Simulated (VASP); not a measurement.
# Sr (P6/mmm) in VASP: further runs

Sr is run at these levels: RPBE; tasks: single point.

All numbers are computed with VASP 6.6.1; they aren't measurements. Logs are shortened: lines on timing, memory, paths and dates and some standing lists are left out, and cuts for length are marked.

### 1 The cell of the first run

The structure is hexagonal, space group P6/mmm (No. 191). The conventional cell has a = 6.985 Å, b = 6.985 Å, c = 4.188 Å, α = 90.00°, β = 90.00°, γ = 120.00°. Within 5.5 Å of Sr (site symmetry 6/mmm) lie 14 Sr at 4.19 to 4.54 Å. Within 5.3 Å of Sr (site symmetry -6m2) lie 11 Sr at 4.03 to 4.54 Å.

This isn't the form of Sr at room conditions, which is fcc.

### 2 Single point, RPBE

INCAR

```
PREC = Accurate
ENCUT = 520
EDIFF = 1E-7
ISMEAR = -1
SIGMA = 0.1
LREAL = False
LASPH = True
NELM = 80
ALGO = Normal
ISIF = 2
LWAVE = False
LCHARG = True
GGA = RP
LELF = True
LVHAR = True
NBANDS = 22
```

KPOINTS

```
regular mesh
0
Gamma
  7 7 10
```

POSCAR

```
Sr
1.0
    6.9854609632      0.0000000000      0.0000000000
   -3.4927304816      6.0495866513      0.0000000000
    0.0000000000      0.0000000000      4.1875108981
Sr
3
Direct
    0.0000000000      0.0000000000      0.0000000000
    0.3333333333      0.6666666667      0.5000000000
    0.6666666667      0.3333333333      0.5000000000
```

Potentials or basis: VASP PAW PBE potentials, release 64 (Sr_sv).

On the command line:

```sh
$ cat potpaw_PBE.64/Sr_sv/POTCAR > POTCAR
$ mpirun -np 1 vasp_std > vasp.out
```

OUTCAR:

```text
PREC = Accurate
   ENCUT = 520
   EDIFF = 1E-7
   ISMEAR = -1
   LREAL = False
   LASPH = True
   NELM = 80
   ISIF = 2
   GGA = RP

 ion  position               nearest neighbor table
   1  0.000  0.000  0.000-   2 4.54   3 4.54   2 4.54   3 4.54   3 4.54   3 4.54   2 4.54   2 4.54
                             3 4.54   3 4.54   2 4.54   2 4.54
   2  0.333  0.667  0.500-   3 4.03   3 4.03   3 4.03   1 4.54   1 4.54   1 4.54   1 4.54   1 4.54
                             1 4.54
   3  0.667  0.333  0.500-   2 4.03   2 4.03   2 4.03   1 4.54   1 4.54   1 4.54   1 4.54   1 4.54
                             1 4.54

  LATTYP: Found a hexagonal cell.
 ALAT       =     6.9854609632
 C/A-ratio  =     0.5994609261

  Lattice vectors:

 A1 = (   6.9854609632,   0.0000000000,   0.0000000000)
 A2 = (  -3.4927304816,   6.0495866513,   0.0000000000)
 A3 = (   0.0000000000,   0.0000000000,   4.1875108981)

Analysis of symmetry for initial positions (statically):
=====================================================================
 Subroutine PRICEL returns:
 Original cell was already a primitive cell.

 Routine SETGRP: Setting up the symmetry group for a
 hexagonal supercell.

 Subroutine GETGRP returns: Found 24 space group operations
 (whereof 24 operations were pure point group operations)
 out of a pool of 24 trial point group operations.

The static configuration has the point symmetry D_6h.

Analysis of symmetry for dynamics (positions and initial velocities):
=====================================================================
 Subroutine PRICEL returns:
 Original cell was already a primitive cell.

 Routine SETGRP: Setting up the symmetry group for a
 hexagonal supercell.

 Subroutine GETGRP returns: Found 24 space group operations
 (whereof 24 operations were pure point group operations)
 out of a pool of 24 trial point group operations.

The dynamic configuration has the point symmetry D_6h.

 Subroutine INISYM returns: Found 24 space group operations
 (whereof 24 operations are pure point group operations),
 and found     1 'primitive' translations

----------------------------------------------------------------------------------------

                                     Primitive cell

  volume of cell :     176.9607

  direct lattice vectors                    reciprocal lattice vectors
     6.985460963  0.000000000  0.000000000     0.143154475  0.082650275  0.000000000
    -3.492730482  6.049586651  0.000000000     0.000000000  0.165300550  0.000000000
     0.000000000  0.000000000  4.187510898     0.000000000  0.000000000  0.238805349

  length of vectors
     6.985460963  6.985460963  4.187510898     0.165300550  0.165300550  0.238805349

  position of ions in fractional coordinates (direct lattice)
     0.000000000  0.000000000  0.000000000
     0.333333333  0.666666667  0.500000000
     0.666666667  0.333333333  0.500000000

  ion indices of the primitive-cell ions
   primitive index   ion index
                 1           1
                 2           2
                 3           3

----------------------------------------------------------------------------------------

 KPOINTS: regular mesh

Automatic generation of k-mesh.
 Grid dimensions read from file:
 generate k-points for:    7    7   10

 Generating k-lattice:

  Cartesian coordinates                     Fractional coordinates (reciprocal lattice)
     0.020450639  0.011807182  0.000000000     0.142857143  0.000000000  0.000000000
     0.000000000  0.023614364  0.000000000     0.000000000  0.142857143  0.000000000
     0.000000000  0.000000000  0.023880535     0.000000000  0.000000000  0.100000000

  Length of vectors
     0.023614364  0.023614364  0.023880535

  Shift w.r.t. Gamma in fractional coordinates (k-lattice)
     0.000000000  0.000000000  0.000000000

 Subroutine IBZKPT returns following result:
 ===========================================

 Found     48 irreducible k-points:

 Following reciprocal coordinates:
            Coordinates               Weight
  0.000000  0.000000  0.000000      1.000000
  0.142857 -0.000000  0.000000      6.000000
  0.285714 -0.000000  0.000000      6.000000
  0.428571 -0.000000  0.000000      6.000000
  0.142857  0.142857  0.000000      6.000000
  0.285714  0.142857  0.000000     12.000000
[... 16 lines left out ...]
  0.428571  0.142857  0.200000     12.000000
  0.285714  0.285714  0.200000     12.000000
 [... further k-points ...]
   k-points           NKPTS =     48   k-points in BZ     NKDIM =     48   number of bands    NBANDS=     22
   number of dos      NEDOS =    301   number of ions     NIONS =      3
   total plane-waves  NPLWV =  93312
   dimension x,y,z NGX =    54 NGY =   54 NGZ =   32
   dimension x,y,z NGXF=   108 NGYF=  108 NGZF=   64
   ions per type =               3
   NGX,Y,Z   is equivalent  to a cutoff of  12.85, 12.85, 12.70 a.u.
   NGXF,Y,Z  is equivalent  to a cutoff of  25.70, 25.70, 25.41 a.u.
 SYSTEM =  unknown system
   PREC   = accura    normal or accurate (medium, high low for compatibility)
   ISTART =      0    job   : 0-new  1-cont  2-samecut
   ICHARG =      2    charge: 1-file 2-atom 10-const
   ISPIN  =      1    spin polarized calculation?
   LNONCOLLINEAR =      F non collinear calculations
   LSORBIT =      F    spin-orbit coupling
   LASPH  =      T    aspherical Exc in radial PAW
   ENCUT  =  520.0 eV  38.22 Ry    6.18 a.u.  12.99 12.99  7.79*2*pi/ulx,y,z
   NELM   =     80;   NELMIN=  2; NELMDL= -5     # of ELM steps
   EDIFF  = 0.1E-06   stopping-criterion for ELM
   LREAL  =      F    real-space projection
   EDIFFG = 0.1E-05   stopping-criterion for IOM
   NSW    =      0    number of steps for IOM
   IBRION =     -1    ionic relax: 0-MD 1-quasi-New 2-CG
   NFREE  =      0    steps in history (QN), initial steepest desc. (CG)
   ISIF   =      2    stress and relaxation
   ISYM   =      2    0-nonsym 1-usesym 2-fastsym
   POTIM  = 0.5000    time-step for ionic-motion
   TEBEG  =    0.0;   TEEND  =   0.0 temperature during run
   PSTRESS=    0.0 pullay stress
   NELECT =      30.0000    total number of electrons
   NUPDOWN=      -1.0000    fix difference up-down
   EMIN   =  10.00;   EMAX   =-10.00  energy-range for DOS
   EFERMI =   0.00;   METHOD = LEGACY
   ISMEAR =    -1;   SIGMA  =   0.10  broadening in eV -4-tet -1-fermi 0-gaus
   EFERMI_NEDOS =   21; number of points for ismear=-14 and -15
   IALGO  =     38    algorithm
   IMIX   =      4    mixing-type and parameters
     AMIX     =   0.40;   BMIX     =  1.00
     AMIX_MAG =   1.60;   BMIX_MAG =  1.00
  volume/ion in A,a.u.               =      58.99       398.06
  Fermi-wavevector in a.u.,A,eV,Ry     =   0.906059  1.712203 11.169599  0.820942
  Thomas-Fermi vector in A             =   2.029701
   LORBIT       =      0    0 simple, 1 ext, 2 COOP (PROOUT), +10 PAW based schemes
   GGA     = RP    functional components
   LHFCALC =     F    Hartree Fock is set to
   AEXX    =    0.0000 exact exchange contribution
   IVDW    =     0    specifies the selected vdW correction
   LEPSILON=     F    determine dielectric tensor
   LRPA    =     F    only Hartree local field effects (RPA)
 non-spin polarized calculation
  energy-cutoff  :      520.00
  volume of cell :      176.96
 maximum number of plane-waves:      4804
 NGX is ok and might be reduce to    54
   NGX = 25   NGY = 25   NGZ = 15

 number of electron      30.0000001 magnetization

 Free energy of the ion-electron system (eV)
  ---------------------------------------------------
  ext. energy  EPLUGINS =         0.00000000
  ---------------------------------------------------
  free energy    TOTEN  =        -4.31806137 eV

  energy without entropy =       -4.14997564  energy(sigma->0) =       -4.23401850

 E-fermi :   1.4382     XC(G=0):  -7.0299

 val. band max:        1.4369000980   @ k =   0.2857   0.1429   0.5000
 cond. band min:       1.4402493558   @ k =   0.1429  -0.0000   0.2000
 fundamental gap:      0.0033492579
 Fermi energy:         1.4382025047

 k-point     1 :       0.0000    0.0000    0.0000
  band No.  band energies     occupation
      1     -35.3986      2.00000
      2     -35.3839      2.00000
      3     -35.3093      2.00000
      4     -17.4343      2.00000
      5     -17.4343      2.00000
      6     -17.3387      2.00000
[... 14 lines left out ...]
     21       4.0760      0.00000
     22       4.0760      0.00000

 k-point     2 :       0.1429   -0.0000    0.0000
  band No.  band energies     occupation
      1     -35.3979      2.00000
      2     -35.3845      2.00000
      3     -35.3093      2.00000
      4     -17.4386      2.00000
      5     -17.4324      2.00000
      6     -17.3348      2.00000
[... 14 lines left out ...]
     21       3.8900      0.00000
     22       4.1637      0.00000

 k-point     3 :       0.2857   -0.0000    0.0000
  band No.  band energies     occupation
      1     -35.3961      2.00000
      2     -35.3862      2.00000
      3     -35.3094      2.00000
      4     -17.4470      2.00000
      5     -17.4237      2.00000
      6     -17.3346      2.00000
[... 14 lines left out ...]
     21       3.4484      0.00000
     22       4.1371      0.00000

 k-point     4 :       0.4286   -0.0000    0.0000
  band No.  band energies     occupation
      1     -35.3940      2.00000
      2     -35.3883      2.00000
      3     -35.3094      2.00000
      4     -17.4529      2.00000
      5     -17.4090      2.00000
      6     -17.3488      2.00000
[... 14 lines left out ...]
     21       3.2060      0.00000
     22       4.0336      0.00000

 k-point     5 :       0.1429    0.1429    0.0000
  band No.  band energies     occupation
      1     -35.3967      2.00000
      2     -35.3857      2.00000
      3     -35.3093      2.00000
      4     -17.4438      2.00000
      5     -17.4279      2.00000
      6     -17.3339      2.00000
[... 14 lines left out ...]
     21       3.5786      0.00000
     22       4.2454      0.00000

 k-point     6 :       0.2857    0.1429    0.0000
  band No.  band energies     occupation
      1     -35.3946      2.00000
      2     -35.3877      2.00000
      3     -35.3094      2.00000
      4     -17.4491      2.00000
      5     -17.4155      2.00000
      6     -17.3466      2.00000
[... 14 lines left out ...]
     21       3.2793      0.00000
     22       4.1212      0.00000

 k-point     7 :       0.4286    0.1429    0.0000
  band No.  band energies     occupation
      1     -35.3931      2.00000
      2     -35.3892      2.00000
      3     -35.3094      2.00000
      4     -17.4514      2.00000
      5     -17.4034      2.00000
      6     -17.3610      2.00000
[... 324 lines left out ...]
      6     -17.3539      2.00000
[... 14 lines left out ...]
     21       3.3162      0.00000
     22       3.4955      0.00000

 k-point    21 :       0.1429    0.1429    0.2000
  band No.  band energies     occupation
      1     -35.3946      2.00000
      2     -35.3837      2.00000
      3     -35.3073      2.00000
      4     -17.4380      2.00000
      5     -17.4212      2.00000
      6     -17.3559      2.00000
[... 14 lines left out ...]
     21       3.5109      0.00000
     22       3.5675      0.00000

 k-point    22 :       0.2857    0.1429    0.2000
  band No.  band energies     occupation
      1     -35.3926      2.00000
      2     -35.3857      2.00000
      3     -35.3074      2.00000
      4     -17.4434      2.00000
      5     -17.4091      2.00000
      6     -17.3532      2.00000
[... 14 lines left out ...]
     21       3.3183      0.00000
     22       3.4923      0.00000

 k-point    23 :       0.4286    0.1429    0.2000
  band No.  band energies     occupation
      1     -35.3911      2.00000
      2     -35.3872      2.00000
      3     -35.3074      2.00000
      4     -17.4456      2.00000
      5     -17.3993      2.00000
      6     -17.3584      2.00000
[... 14 lines left out ...]
     21       3.2713      0.00000
     22       3.5324      0.00000

 k-point    24 :       0.2857    0.2857    0.2000
  band No.  band energies     occupation
      1     -35.3905      2.00000
      2     -35.3878      2.00000
      3     -35.3074      2.00000
      4     -17.4455      2.00000
      5     -17.3925      2.00000
      6     -17.3663      2.00000
[... 14 lines left out ...]
     21       3.1408      0.00000
     22       3.6722      0.00000

 [... further k-points ...]
[... 5 lines left out ...]
  --------------------------------------------------------------------------------------
  -------------------------------------------------------------------------------------
  Total        0.0434113      0.0434113      0.0154519      0.0000000      0.0000000      0.0000000
  in kB        0.3930397      0.3930397      0.1398990      0.0000000      0.0000000      0.0000000
  external PRESSURE =       0.3086594 kB  Pullay stress =       0.0000000 kB

 VOLUME and BASIS-vectors are now :
 -----------------------------------------------------------------------------
  energy-cutoff  :      520.00
  volume of cell :      176.96
      direct lattice vectors                 reciprocal lattice vectors
     6.985460963  0.000000000  0.000000000     0.143154475  0.082650275  0.000000000
    -3.492730482  6.049586651  0.000000000     0.000000000  0.165300550  0.000000000
     0.000000000  0.000000000  4.187510898     0.000000000  0.000000000  0.238805349

 POSITION                                       TOTAL-FORCE (eV/Angst)
 -----------------------------------------------------------------------------------
      0.00000      0.00000      0.00000         0.000000      0.000000     -0.000000
     -0.00000      4.03306      2.09376         0.000000      0.000000      0.000000
      3.49273      2.01653      2.09376        -0.000000     -0.000000     -0.000000
 -----------------------------------------------------------------------------------
    total drift:                                0.000000      0.000000      0.000000

  FREE ENERGIE OF THE ION-ELECTRON SYSTEM (eV)
  ---------------------------------------------------
  free  energy   TOTEN  =        -4.3180613716 eV

  energy  without entropy=       -4.1499756369  energy(sigma->0) =       -4.23401850
```

Run time: 3.6 min. Hardware: 1 thread of Oxide Virtual Turin-like, shared host; peak memory 0.33 GiB.

Results:

| Quantity | Value |
| --- | --- |
| Free energy | -4.3181 eV |
| Pressure | 0.0 GPa |
| Band gap on the k mesh | zero (bands 15 and 16 overlap by 0.23 eV) |

Levels at points of the mesh, in eV from the Fermi level:
```csv
k point,band 11,band 12,band 13,band 14,band 15,band 16,band 17,band 18,band 19,band 20
"(0.00, 0.00, 0.00)",-18.69,-18.67,-3.50,-0.01,0.16,0.16,0.20,0.20,0.53,1.96
"(0.00, 0.00, 0.50)",-18.70,-18.70,-1.37,-0.96,0.14,0.14,0.29,0.29,1.70,1.70
```

Caveat: the PAW data sets were made with another functional, which shifts forces and pressure a little.

[end of part 1 of 2]
